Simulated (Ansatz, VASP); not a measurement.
**Al2Cu, level by level in two programs**

```
CELL_PARAMETERS angstrom
-3.07342 3.07342 2.47059
3.07342 -3.07342 2.47059
3.07342 3.07342 -2.47059
ATOMIC_POSITIONS crystal
Cu 0.25000 0.25000 0.00000
Cu 0.75000 0.75000 0.00000
Al 0.34190 0.15810 0.50000
Al 0.84190 0.34190 0.18380
Al 0.65810 0.84190 0.50000
Al 0.15810 0.65810 0.81620
```

Single points on this cell with VASP 6.6.1 and Ansatz 0.2.0. Each row is one pair of runs. Alike in all rows: spin: off; k mesh: 7 × 7 × 7; smearing: fermi-dirac, width 0.05 eV.

| level | VASP's potentials, cutoff | Ansatz's potentials, cutoff | gap on the k mesh at the Fermi level (eV), VASP | gap on the k mesh at the Fermi level (eV), Ansatz | pressure (GPa), VASP | pressure (GPa), Ansatz | rms of the force components (eV/Å), VASP | rms of the force components (eV/Å), Ansatz |
| --- | --- | --- | --- | --- | --- | --- | --- | --- |
| LDA | VASP PAW LDA potentials, release 64 (Cu, Al), 520 eV | Ansatz PAW, 420 eV | none | none | -9.2 | -9.5 | 0.053 | 0.055 |
| PBE | VASP PAW PBE potentials, release 64 (Cu, Al), 520 eV | Ansatz PAW, 420 eV | none | none | -3.7 | -3.8 | 0.008 | 0.010 |
| r2SCAN | VASP PAW PBE potentials, release 64 (Cu, Al), 520 eV | Ansatz PAW, 500 eV | none | none | -7.4 | -7.4 | 0.044 | 0.047 |

Pressure (GPa): the two programs differ by at most 0.26; rms of the force components (eV/Å): the two programs differ by at most 0.0022.

VASP's potentials hold 34 valence electrons a cell and Ansatz's 50, so a difference there can come from the potentials and not from the codes.

A gap of «none» marks a metal or a gap that the smearing closes.
